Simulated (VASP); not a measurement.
Write the native input for VASP 6.6.1 that does the following.

```
Task                               : single point
Functional                         : HSE06
Potentials or basis                : VASP PAW PBE potentials, release 64 (In_d, P)
Cutoff                             : 520 eV
k mesh                             : 6 × 6 × 6
Occupations                        : gaussian, width 0.01 eV
Spin                               : no spin polarisation
Dipole correction                  : no
Grid for exact exchange (PRECFOCK) : Normal
Further INCAR settings             : ALGO = Normal; EDIFF = 1e-07; NBANDS = 16
Share of exact exchange            : 0.25
Screening parameter                : 0.2079 1/Å
```

InP:

```
In P
1.0
     0.00000    2.93050    2.93050
     2.93050    0.00000    2.93050
     2.93050    2.93050    0.00000
In P
1 1
Direct
  0.00000 0.00000 0.00000
  0.25000 0.25000 0.25000
```

These files were run (other wordings do the same):

POSCAR

```
InP
1.0
    0.0000000000      2.9305000000      2.9305000000
    2.9305000000      0.0000000000      2.9305000000
    2.9305000000      2.9305000000      0.0000000000
In P
1 1
Direct
    0.0000000000      0.0000000000      0.0000000000
    0.2500000000      0.2500000000      0.2500000000
```

INCAR.step1

```
ALGO = Normal
EDIFF = 1E-5
ENCUT = 520
GGA = PE
ISIF = 2
ISMEAR = 0
LASPH = T
LREAL = F
LWAVE = T
NBANDS = 16
NELM = 80
PREC = Accurate
SIGMA = 0.01
```

INCAR.step2

```
ALGO = Normal
EDIFF = 1E-7
ENCUT = 520
GGA = PE
HFSCREEN = 0.2079
ISIF = 2
ISMEAR = 0
ISTART = 1
LASPH = T
LCHARG = T
LELF = T
LHFCALC = T
LREAL = F
LVHAR = T
LWAVE = F
NBANDS = 16
NELM = 80
PREC = Accurate
PRECFOCK = Normal
SIGMA = 0.01
```

KPOINTS

```
k-points
0
Gamma
  6 6 6
```

Potentials or basis: VASP PAW PBE potentials, release 64 (In_d, P).

Run with:

```bash
$ cat potpaw_PBE.64/In_d/POTCAR potpaw_PBE.64/P/POTCAR > POTCAR
$ cp INCAR.step1 INCAR
$ mpirun -np 1 vasp_std > vasp.out
$ cp INCAR.step2 INCAR
$ mpirun -np 1 vasp_std > vasp.out
```

Results of the run:

```yaml
Pressure: 1.4 GPa
Band_gap_on_the_k_mesh: 1.50 eV
```

Caveat: the PAW data sets were made with another functional, which shifts forces and pressure a little; spin-orbit coupling is left out, which moves the levels of the heavy elements.

Wall time 43 min on 1 thread of AMD EPYC 7R43 64-Core Processor (Zen 3) (shared host), peak memory 0.27 GiB.
